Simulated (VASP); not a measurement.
# Mo (I4/mmm) in VASP: single point with PBE

Aim: the single point of Mo with PBE.

All numbers are computed with VASP 6.6.1; they aren't measurements. Logs are shortened: lines on timing, memory, paths and dates and some standing lists are left out, and cuts for length are marked.

## (1) The cell of the first run

It takes space group I4/mmm (No. 139, tetragonal). Conventional cell: a = 3.236 Å, b = 3.236 Å, c = 3.189 Å, α = 90.00°, β = 90.00°, γ = 90.00°. Mo (site symmetry 4/mmm) has 14 Mo at 2.79 to 3.24 Å within 3.7 Å.

## (2) Single point, PBE (strain +0.030 along x and y, +0.015 along z)

INCAR reads:

```
SYSTEM = Mo
PREC = Accurate
ENCUT = 520
EDIFF = 1E-6
ISMEAR = 0
SIGMA = 0.15
LREAL = .False.
LASPH = .True.
NELM = 100
ALGO = Fast
ISIF = 2
LWAVE = .False.
LCHARG = .False.
GGA = PE
NBANDS = 13
```

KPOINTS reads:

```
regular mesh
0
Gamma
  22 22 22
  0 0 0
```

POSCAR reads:

```
Mo
1.0
   -1.6181300000      1.6181300000      1.5945650000
    1.6181300000     -1.6181300000      1.5945650000
    1.6181300000      1.6181300000     -1.5945650000
Mo
1
Direct
    0.0000000000      0.0000000000      0.0000000000
```

Potentials or basis: VASP PAW PBE potentials, release 64 (Mo_sv).

The run is started by

```console
$ cat potpaw_PBE.64/Mo_sv/POTCAR > POTCAR
$ mpirun -np 1 vasp_std > vasp.out
```

OUTCAR:

```text
SYSTEM = Mo
   PREC = Accurate
   ENCUT = 520
   EDIFF = 1E-6
   ISMEAR = 0
   LREAL = .False.
   LASPH = .True.
   NELM = 100
   ISIF = 2
   GGA = PE

 ion  position               nearest neighbor table
   1  0.000  0.000  0.000-

  LATTYP: Found a body centered tetragonal cell.
 ALAT       =     3.2362600000
 C/A-ratio  =     0.9854368932

  Lattice vectors:

 A1 = (  -1.6181300000,   1.6181300000,   1.5945650000)
 A2 = (   1.6181300000,  -1.6181300000,   1.5945650000)
 A3 = (   1.6181300000,   1.6181300000,  -1.5945650000)

Analysis of symmetry for initial positions (statically):
=====================================================================
 Subroutine PRICEL returns:
 Original cell was already a primitive cell.

 Routine SETGRP: Setting up the symmetry group for a
 body centered tetragonal supercell.

 Subroutine GETGRP returns: Found 16 space group operations
 (whereof 16 operations were pure point group operations)
 out of a pool of 16 trial point group operations.

The static configuration has the point symmetry D_4h.

Analysis of symmetry for dynamics (positions and initial velocities):
=====================================================================
 Subroutine PRICEL returns:
 Original cell was already a primitive cell.

 Routine SETGRP: Setting up the symmetry group for a
 body centered tetragonal supercell.

 Subroutine GETGRP returns: Found 16 space group operations
 (whereof 16 operations were pure point group operations)
 out of a pool of 16 trial point group operations.

The dynamic configuration has the point symmetry D_4h.

 Subroutine INISYM returns: Found 16 space group operations
 (whereof 16 operations are pure point group operations),
 and found     1 'primitive' translations

----------------------------------------------------------------------------------------

                                     Primitive cell

  volume of cell :      16.7005

  direct lattice vectors                    reciprocal lattice vectors
    -1.618130000  1.618130000  1.594565000     0.000000000  0.308998659  0.313565142
     1.618130000 -1.618130000  1.594565000     0.308998659  0.000000000  0.313565142
     1.618130000  1.618130000 -1.594565000     0.308998659  0.308998659  0.000000000

  length of vectors
     2.789144480  2.789144480  2.789144480     0.440230927  0.440230927  0.436990094

  position of ions in fractional coordinates (direct lattice)
     0.000000000  0.000000000  0.000000000

  ion indices of the primitive-cell ions
   primitive index   ion index
                 1           1

----------------------------------------------------------------------------------------

 KPOINTS: regular mesh

Automatic generation of k-mesh.
 Grid dimensions read from file:
 generate k-points for:   22   22   22

 Generating k-lattice:

  Cartesian coordinates                     Fractional coordinates (reciprocal lattice)
     0.000000000  0.014045394  0.014252961     0.045454545  0.000000000  0.000000000
     0.014045394  0.000000000  0.014252961     0.000000000  0.045454545  0.000000000
     0.014045394  0.014045394  0.000000000     0.000000000  0.000000000  0.045454545

  Length of vectors
     0.020010497  0.020010497  0.019863186

  Shift w.r.t. Gamma in fractional coordinates (k-lattice)
     0.000000000  0.000000000  0.000000000

 Subroutine IBZKPT returns following result:
 ===========================================

 Found    834 irreducible k-points:

 Following reciprocal coordinates:
            Coordinates               Weight
  0.000000  0.000000  0.000000      1.000000
  0.045455  0.000000 -0.000000      8.000000
  0.090909  0.000000 -0.000000      8.000000
  0.136364  0.000000  0.000000      8.000000
  0.181818  0.000000 -0.000000      8.000000
  0.227273  0.000000 -0.000000      8.000000
[... 16 lines left out ...]
  0.500000  0.045455 -0.000000     16.000000
 -0.454545  0.045455  0.000000     16.000000
 [... further k-points ...]
   k-points           NKPTS =    834   k-points in BZ     NKDIM =    834   number of bands    NBANDS=     13
   number of dos      NEDOS =    301   number of ions     NIONS =      1
   total plane-waves  NPLWV =  13824
   dimension x,y,z NGX =    24 NGY =   24 NGZ =   24
   dimension x,y,z NGXF=    48 NGYF=   48 NGZF=   48
   ions per type =               1
   NGX,Y,Z   is equivalent  to a cutoff of  14.31, 14.31, 14.31 a.u.
   NGXF,Y,Z  is equivalent  to a cutoff of  28.61, 28.61, 28.61 a.u.
 SYSTEM =  Mo
   PREC   = accura    normal or accurate (medium, high low for compatibility)
   ISTART =      0    job   : 0-new  1-cont  2-samecut
   ICHARG =      2    charge: 1-file 2-atom 10-const
   ISPIN  =      1    spin polarized calculation?
   LNONCOLLINEAR =      F non collinear calculations
   LSORBIT =      F    spin-orbit coupling
   LASPH  =      T    aspherical Exc in radial PAW
   ENCUT  =  520.0 eV  38.22 Ry    6.18 a.u.   5.19  5.19  5.19*2*pi/ulx,y,z
   NELM   =    100;   NELMIN=  2; NELMDL= -5     # of ELM steps
   EDIFF  = 0.1E-05   stopping-criterion for ELM
   LREAL  =      F    real-space projection
   EDIFFG = 0.1E-04   stopping-criterion for IOM
   NSW    =      0    number of steps for IOM
   IBRION =     -1    ionic relax: 0-MD 1-quasi-New 2-CG
   NFREE  =      0    steps in history (QN), initial steepest desc. (CG)
   ISIF   =      2    stress and relaxation
   ISYM   =      2    0-nonsym 1-usesym 2-fastsym
   POTIM  = 0.5000    time-step for ionic-motion
   TEBEG  =    0.0;   TEEND  =   0.0 temperature during run
   PSTRESS=    0.0 pullay stress
   NELECT =      14.0000    total number of electrons
   NUPDOWN=      -1.0000    fix difference up-down
   EMIN   =  10.00;   EMAX   =-10.00  energy-range for DOS
   EFERMI =   0.00;   METHOD = LEGACY
   ISMEAR =     0;   SIGMA  =   0.15  broadening in eV -4-tet -1-fermi 0-gaus
   EFERMI_NEDOS =   21; number of points for ismear=-14 and -15
   IALGO  =     68    algorithm
   IMIX   =      4    mixing-type and parameters
     AMIX     =   0.40;   BMIX     =  1.00
     AMIX_MAG =   1.60;   BMIX_MAG =  1.00
  volume/ion in A,a.u.               =      16.70       112.70
  Fermi-wavevector in a.u.,A,eV,Ry     =   1.543623  2.917024 32.419569  2.382771
  Thomas-Fermi vector in A             =   2.649259
   LORBIT       =      0    0 simple, 1 ext, 2 COOP (PROOUT), +10 PAW based schemes
   GGA     = PE    functional components
   LHFCALC =     F    Hartree Fock is set to
   AEXX    =    0.0000 exact exchange contribution
   IVDW    =     0    specifies the selected vdW correction
   LEPSILON=     F    determine dielectric tensor
   LRPA    =     F    only Hartree local field effects (RPA)
 non-spin polarized calculation
 RMM-DIIS sequential band-by-band and
 Gauss-broadening in eV      SIGMA  =   0.15
  energy-cutoff  :      520.00
  volume of cell :       16.70
 maximum number of plane-waves:       466
 NGX is ok and might be reduce to    24
   NGX = 11   NGY = 11   NGZ = 11

 number of electron      13.9999998 magnetization

 Free energy of the ion-electron system (eV)
  ---------------------------------------------------
  ext. energy  EPLUGINS =         0.00000000
  ---------------------------------------------------
  free energy    TOTEN  =       -10.90039904 eV

  energy without entropy =      -10.89261877  energy(sigma->0) =      -10.89650891

 E-fermi :  11.5392     XC(G=0): -13.0213

 val. band max:       11.5385082118   @ k =  -0.1818   0.1818   0.0455
 cond. band min:      11.5427176966   @ k =  -0.1364  -0.1818   0.0909
 fundamental gap:      0.0042094848
 Fermi energy:        11.5391507041

 k-point     1 :       0.0000    0.0000    0.0000
  band No.  band energies     occupation
      1     -49.7273      2.00000
      2     -23.1325      2.00000
      3     -23.1325      2.00000
      4     -23.1263      2.00000
      5       4.5511      2.00000
      6      10.2101      2.00000
      7      10.3661      2.00000
      8      10.3661      2.00000
      9      12.9982      0.00000
     10      13.1951      0.00000
     11      26.1907      0.00000
     12      26.1907      0.00000
     13      26.4630      0.00000

 k-point     2 :       0.0455    0.0000   -0.0000
  band No.  band energies     occupation
      1     -49.7233      2.00000
      2     -23.1541      2.00000
      3     -23.1402      2.00000
      4     -23.1293      2.00000
      5       4.6372      2.00000
      6      10.2047      2.00000
      7      10.3580      2.00000
      8      10.4026      2.00000
      9      12.9795      0.00000
     10      13.1471      0.00000
     11      26.2973      0.00000
     12      26.3349      0.00000
     13      26.5729      0.00000

 k-point     3 :       0.0909    0.0000   -0.0000
  band No.  band energies     occupation
      1     -49.7115      2.00000
      2     -23.2246      2.00000
      3     -23.1627      2.00000
      4     -23.1303      2.00000
      5       4.8881      2.00000
      6      10.0939      2.00000
      7      10.3254      2.00000
      8      10.6111      2.00000
      9      12.8745      0.00000
     10      13.0909      0.00000
     11      26.5144      0.00000
     12      26.7592      0.00000
     13      26.9183      0.00000

 k-point     4 :       0.1364    0.0000    0.0000
  band No.  band energies     occupation
      1     -49.6928      2.00000
      2     -23.3350      2.00000
      3     -23.1979      2.00000
      4     -23.1314      2.00000
      5       5.2801      2.00000
      6       9.8938      2.00000
      7      10.2521      2.00000
      8      10.9883      2.00000
      9      12.7114      0.00000
     10      13.0937      0.00000
     11      26.7000      0.00000
     12      27.3718      0.00000
     13      27.4407      0.00000

 k-point     5 :       0.1818    0.0000   -0.0000
  band No.  band energies     occupation
      1     -49.6687      2.00000
      2     -23.4749      2.00000
      3     -23.2429      2.00000
      4     -23.1329      2.00000
      5       5.7660      2.00000
      6       9.6450      2.00000
      7      10.1456      2.00000
      8      11.5072      1.23683
      9      12.6124      0.00000
     10      13.1285      0.00000
     11      26.7042      0.00000
     12      27.6288      0.00000
     13      28.3468      0.00000

 k-point     6 :       0.2273    0.0000   -0.0000
  band No.  band energies     occupation
      1     -49.6412      2.00000
      2     -23.6318      2.00000
      3     -23.2938      2.00000
      4     -23.1345      2.00000
      5       6.2615      2.00000
      6       9.3768      2.00000
      7      10.0818      2.00000
      8      12.1473      0.00000
      9      12.6244      0.00000
     10      13.1901      0.00000
     11      26.3812      0.00000
     12      27.3910      0.00000
     13      29.4395      0.00000

 k-point     7 :       0.2727    0.0000    0.0000
  band No.  band energies     occupation
      1     -49.6123      2.00000
      2     -23.7927      2.00000
      3     -23.3464      2.00000
      4     -23.1363      2.00000
      5       6.6414      2.00000
      6       9.1134      2.00000
      7      10.2056      2.00000
      8      12.7303      0.00000
      9      12.8822      0.00000
     10      13.2779      0.00000
     11      25.7691      0.00000
     12      26.6222      0.00000
     13      30.6753      0.00000
[... 193 lines left out ...]
 k-point    20 :       0.3636    0.0455   -0.0000
  band No.  band energies     occupation
      1     -49.5481      2.00000
      2     -24.1270      2.00000
      3     -23.4628      2.00000
      4     -23.1502      2.00000
      5       6.8224      2.00000
      6       8.6069      2.00000
      7      11.4868      1.37838
      8      13.0684      0.00000
      9      13.6661      0.00000
     10      14.9740      0.00000
     11      23.7654      0.00000
     12      24.1722      0.00000
     13      29.4300      0.00000

 k-point    21 :       0.4091    0.0455    0.0000
  band No.  band energies     occupation
      1     -49.5325      2.00000
      2     -24.2076      2.00000
      3     -23.4916      2.00000
      4     -23.1510      2.00000
      5       6.7353      2.00000
      6       8.4877      2.00000
      7      12.1268      0.00000
      8      13.1744      0.00000
      9      13.7997      0.00000
     10      15.6069      0.00000
     11      22.8320      0.00000
     12      23.7156      0.00000
     13      28.4606      0.00000

 k-point    22 :       0.4545    0.0455   -0.0000
  band No.  band energies     occupation
      1     -49.5243      2.00000
      2     -24.2492      2.00000
      3     -23.5066      2.00000
      4     -23.1513      2.00000
      5       6.6797      2.00000
      6       8.4272      2.00000
      7      12.5558      0.00000
      8      13.1553      0.00000
      9      13.9171      0.00000
     10      15.9749      0.00000
     11      22.2873      0.00000
     12      23.4802      0.00000
     13      27.9226      0.00000

 k-point    23 :       0.5000    0.0455   -0.0000
  band No.  band energies     occupation
      1     -49.5244      2.00000
      2     -24.2489      2.00000
      3     -23.5067      2.00000
      4     -23.1511      2.00000
      5       6.6800      2.00000
      6       8.4279      2.00000
      7      12.5793      0.00000
      8      13.1211      0.00000
      9      13.9185      0.00000
     10      15.9774      0.00000
     11      22.2903      0.00000
     12      23.4866      0.00000
     13      27.9199      0.00000

 k-point    24 :      -0.4545    0.0455    0.0000
  band No.  band energies     occupation
      1     -49.5327      2.00000
      2     -24.2068      2.00000
      3     -23.4918      2.00000
      4     -23.1503      2.00000
      5       6.7360      2.00000
      6       8.4898      2.00000
      7      12.1450      0.00000
      8      13.1452      0.00000
      9      13.7855      0.00000
     10      15.6139      0.00000
     11      22.8300      0.00000
     12      23.7427      0.00000
     13      28.4529      0.00000

 [... further k-points ...]
[... 5 lines left out ...]
  --------------------------------------------------------------------------------------
  -------------------------------------------------------------------------------------
  Total       -1.4265059     -1.4265059     -1.0228453      0.0000000      0.0000000      0.0000000
  in kB     -136.8532519   -136.8532519    -98.1276680      0.0000000      0.0000000      0.0000000
  external PRESSURE =    -123.9447239 kB  Pullay stress =       0.0000000 kB

 VOLUME and BASIS-vectors are now :
 -----------------------------------------------------------------------------
  energy-cutoff  :      520.00
  volume of cell :       16.70
      direct lattice vectors                 reciprocal lattice vectors
    -1.618130000  1.618130000  1.594565000     0.000000000  0.308998659  0.313565142
     1.618130000 -1.618130000  1.594565000     0.308998659  0.000000000  0.313565142
     1.618130000  1.618130000 -1.594565000     0.308998659  0.308998659  0.000000000

 POSITION                                       TOTAL-FORCE (eV/Angst)
 -----------------------------------------------------------------------------------
      0.00000      0.00000      0.00000         0.000000      0.000000      0.000000
 -----------------------------------------------------------------------------------
    total drift:                                0.000000      0.000000     -0.000000

  FREE ENERGIE OF THE ION-ELECTRON SYSTEM (eV)
  ---------------------------------------------------
  free  energy   TOTEN  =       -10.9003990416 eV

  energy  without entropy=      -10.8926187730  energy(sigma->0) =      -10.89650891
```

It took 3.1 min on 1 thread of Intel Xeon Platinum 8375C at 2.90GHz (Ice Lake), shared host; peak memory 0.27 GiB.

What came out:

```yaml
Free_energy: -10.9004 eV
Pressure: -12.4 GPa
Band_gap_on_the_k_mesh: zero (band 7 reaches 15.16 eV, above the bottom of band 8 at 10.35 eV)
```

Stress tensor (GPa, compression positive):
```
-13.69   0.00   0.00
  0.00 -13.69   0.00
  0.00   0.00  -9.81
```

Caveat: the cell differs from its parent crystal (strain +0.030 along x and y, +0.015 along z).
